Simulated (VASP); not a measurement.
# Sn3Te (Pm-3m) in VASP: further runs, part 3 of 3

VASP 6.6.1. The steps go on from the part before.

## 6. Single point, LDA

This run uses another cell than the first one, of 27.07 Å³/atom, 0.940 times its volume.

The input, INCAR:

```
SYSTEM = Sn3Te
ALGO     = Fast           ! electronic algorithm
EDIFF    = 1E-7           ! SCF threshold, eV
ENCUT    = 520            ! plane-wave cutoff, eV
GGA      = CA             ! functional
ISIF     = 2              ! what is computed and relaxed
ISMEAR   = -1             ! smearing method
LASPH    = .True.         ! aspherical terms in the spheres
LCHARG   = .False.        ! write CHGCAR
LREAL    = .False.        ! projectors in reciprocal space
LWAVE    = .False.        ! write WAVECAR
NBANDS   = 32             ! bands
NELM     = 100            ! most SCF steps
PREC     = Accurate       ! precision mode
SIGMA    = 0.05           ! smearing width, eV
```

The input, KPOINTS:

```
k-points
0
Gamma
  6 6 6
  0 0 0
```

The input, POSCAR:

```
Sn3Te
1.0
    4.7662957215      0.0000000000      0.0000000000
    0.0000000000      4.7662957215      0.0000000000
    0.0000000000      0.0000000000      4.7662957215
Te Sn
1 3
Direct
    0.0000000000      0.0000000000      0.0000000000
    0.0000000000      0.5000000000      0.5000000000
    0.5000000000      0.0000000000      0.5000000000
    0.5000000000      0.5000000000      0.0000000000
```

Potentials or basis: VASP PAW LDA potentials, release 64 (Te, Sn_d).

Run with:

```sh
> cat potpaw_LDA.64/Te/POTCAR potpaw_LDA.64/Sn_d/POTCAR > POTCAR
> mpirun -np 1 vasp_std > vasp.out
```

OUTCAR:

```text
SYSTEM = Sn3Te
   EDIFF = 1E-7
   ENCUT = 520
   GGA = CA
   ISIF = 2
   ISMEAR = -1
   LASPH = .True.
   LREAL = .False.
   NELM = 100
   PREC = Accurate

 ion  position               nearest neighbor table
   1  0.000  0.000  0.000-   2 3.37   3 3.37   4 3.37   2 3.37   3 3.37   2 3.37   4 3.37   2 3.37
                             3 3.37   4 3.37   3 3.37   4 3.37
   2  0.000  0.500  0.500-   1 3.37   3 3.37   4 3.37   1 3.37   4 3.37   1 3.37   3 3.37   1 3.37
                             3 3.37   4 3.37   4 3.37   3 3.37
   3  0.500  0.000  0.500-   1 3.37   2 3.37   4 3.37   1 3.37   4 3.37   2 3.37   4 3.37   4 3.37
                             1 3.37   2 3.37   1 3.37   2 3.37
   4  0.500  0.500  0.000-   1 3.37   2 3.37   3 3.37   2 3.37   3 3.37   1 3.37   3 3.37   3 3.37
                             1 3.37   2 3.37   2 3.37   1 3.37

  LATTYP: Found a simple cubic cell.
 ALAT       =     4.7662957215

  Lattice vectors:

 A1 = (   4.7662957215,   0.0000000000,   0.0000000000)
 A2 = (   0.0000000000,   4.7662957215,   0.0000000000)
 A3 = (   0.0000000000,   0.0000000000,   4.7662957215)

Analysis of symmetry for initial positions (statically):
=====================================================================
 Subroutine PRICEL returns:
 Original cell was already a primitive cell.

 Routine SETGRP: Setting up the symmetry group for a
 simple cubic supercell.

 Subroutine GETGRP returns: Found 48 space group operations
 (whereof 48 operations were pure point group operations)
 out of a pool of 48 trial point group operations.

The static configuration has the point symmetry O_h .

Analysis of symmetry for dynamics (positions and initial velocities):
=====================================================================
 Subroutine PRICEL returns:
 Original cell was already a primitive cell.

[... 122 lines left out ...]
   EFERMI_NEDOS =   21; number of points for ismear=-14 and -15
   IALGO  =     68    algorithm
   IMIX   =      4    mixing-type and parameters
     AMIX     =   0.40;   BMIX     =  1.00
     AMIX_MAG =   1.60;   BMIX_MAG =  1.00
  volume/ion in A,a.u.               =      27.07       182.68
  Fermi-wavevector in a.u.,A,eV,Ry     =   1.248267  2.358883 21.200207  1.558171
  Thomas-Fermi vector in A             =   2.382362
   LORBIT       =      0    0 simple, 1 ext, 2 COOP (PROOUT), +10 PAW based schemes
   GGA     = CA    functional components
   LHFCALC =     F    Hartree Fock is set to
   AEXX    =    0.0000 exact exchange contribution
   IVDW    =     0    specifies the selected vdW correction
   LEPSILON=     F    determine dielectric tensor
   LRPA    =     F    only Hartree local field effects (RPA)
 non-spin polarized calculation
 RMM-DIIS sequential band-by-band and
  energy-cutoff  :      520.00
  volume of cell :      108.28
 maximum number of plane-waves:      2968
 NGX is ok and might be reduce to    36
   NGX = 17   NGY = 17   NGZ = 17

 number of electron      48.0000026 magnetization

 Free energy of the ion-electron system (eV)
  ---------------------------------------------------
  ext. energy  EPLUGINS =         0.00000000
  ---------------------------------------------------
  free energy    TOTEN  =       -17.00177219 eV

  energy without entropy =      -16.97595639  energy(sigma->0) =      -16.98886429

 E-fermi :   8.1286     XC(G=0): -10.5711

 val. band max:        8.1236533891   @ k =   0.3333   0.0000   0.0000
 cond. band min:       8.1539259887   @ k =   0.1667   0.0000   0.0000
 fundamental gap:      0.0302725996
 Fermi energy:         8.1286203996

 k-point     1 :       0.0000    0.0000    0.0000
  band No.  band energies     occupation
      1     -13.4154      2.00000
      2     -13.4154      2.00000
      3     -13.4154      2.00000
      4     -13.3796      2.00000
      5     -13.3796      2.00000
      6     -13.3731      2.00000
[... 689 lines left out ...]
     31      13.8597      0.00000
     32      16.3789      0.00000

------------------------ aborting loop because EDIFF is reached ----------------------------------------

  FORCE on cell =-STRESS in cart. coord.  units (eV):
  Direction    XX          YY          ZZ          XY          YZ          ZX
  --------------------------------------------------------------------------------------
  -------------------------------------------------------------------------------------
  Total       -0.4857867     -0.4857867     -0.4857867      0.0000000      0.0000000     -0.0000000
  in kB       -7.1880864     -7.1880864     -7.1880864      0.0000000      0.0000000     -0.0000000
  external PRESSURE =      -7.1880864 kB  Pullay stress =       0.0000000 kB

 VOLUME and BASIS-vectors are now :
 -----------------------------------------------------------------------------
  energy-cutoff  :      520.00
  volume of cell :      108.28
      direct lattice vectors                 reciprocal lattice vectors
     4.766295721  0.000000000  0.000000000     0.209806537  0.000000000  0.000000000
     0.000000000  4.766295721  0.000000000     0.000000000  0.209806537  0.000000000
     0.000000000  0.000000000  4.766295721     0.000000000  0.000000000  0.209806537

 POSITION                                       TOTAL-FORCE (eV/Angst)
 -----------------------------------------------------------------------------------
      0.00000      0.00000      0.00000         0.000000      0.000000      0.000000
      0.00000      2.38315      2.38315         0.000000      0.000000      0.000000
      2.38315      0.00000      2.38315         0.000000      0.000000      0.000000
      2.38315      2.38315      0.00000         0.000000      0.000000      0.000000
 -----------------------------------------------------------------------------------
    total drift:                                0.000000      0.000000      0.000000

  FREE ENERGIE OF THE ION-ELECTRON SYSTEM (eV)
  ---------------------------------------------------
  free  energy   TOTEN  =       -17.0017721855 eV

  energy  without entropy=      -16.9759563872  energy(sigma->0) =      -16.98886429
```

stdout:

```text
POSCAR found type information on POSCAR TeSn
 POSCAR found :  2 types and       4 ions
 scaLAPACK will be used
 LDA part: xc-table for (Slater(with rela. corr.)+CA(PZ))
 , standard interpolation
 POSCAR, INCAR and KPOINTS ok, starting setup
 FFT: planning ... GRIDC
 FFT: planning ... GRID_SOFT
 FFT: planning ... GRID
 WAVECAR not read
 entering main loop
WARNING in EDDRMM: call to ZHEGV failed, returncode =   6  3     26
WARNING in EDDRMM: call to ZHEGV failed, returncode =   6  3     29
WARNING in EDDRMM: call to ZHEGV failed, returncode =   8  4     28
WARNING in EDDRMM: call to ZHEGV failed, returncode =   8  4     31
 num prob RMM:  14    -0.170017746433E+02   -0.11782E-06   -0.45905E-07  1217   0.438E-03    0.620E-02
 num prob  num prob  num prob  num prob  num prob  num prob RMM:  15    -0.170017738568E+02    0.78656E-06   -0.35090E-07  1006   0.647E-03    0.551E-02
 num prob  num prob  num prob  num prob  num prob  num prob RMM:  18    -0.170017721855E+02    0.65461E-07   -0.20296E-07   773   0.478E-03
```

Run time: 2.5 min. Hardware: 1 thread of AMD EPYC 7R43 (Zen 3), shared host; peak memory 0.17 GiB.

What came out:

```
Free energy            : -17.0018 eV
Pressure               : -0.7 GPa
Band gap on the k mesh : zero (band 24 reaches 11.20 eV, above the bottom of band 25 at 7.68 eV)
```

Caveat: spin-orbit coupling is left out, which moves the levels of the heavy elements.

## 7. Overview

| level | potentials or basis | cell | gap on the mesh (eV) | pressure (GPa) |
| --- | --- | --- | --- | --- |
| PBEsol | VASP PAW PBE potentials, release 64 (Te, Sn_d) | a = 4.866 Å, 4 atoms | none | -2.4 |
| PBEsol | VASP PAW PBE potentials, release 64 (Te, Sn_d) | a = 4.898 Å, 4 atoms | none | -3.2 |
| PBEsol | VASP PAW PBE potentials, release 64 (Te, Sn_d) | a = 4.930 Å, 4 atoms | none | -3.8 |
| PBEsol | VASP PAW PBE potentials, release 64 (Te, Sn_d) | a = 4.961 Å, 4 atoms | none | -4.5 |
| LDA | VASP PAW LDA potentials, release 64 (Te, Sn_d) | a = 4.766 Å, 4 atoms | none | -0.7 |

Alike in all rows: task single point; no spin polarisation; k mesh 6 × 6 × 6; cutoff (eV) 520; smearing fermi-dirac 0.05 eV.

Caveats: spin-orbit coupling is left out, which moves the levels of the heavy elements; the PAW data sets were made with another functional, which shifts forces and pressure a little (some runs).

Total energies depend on the potentials used, so only differences within one code and one set of settings carry meaning.
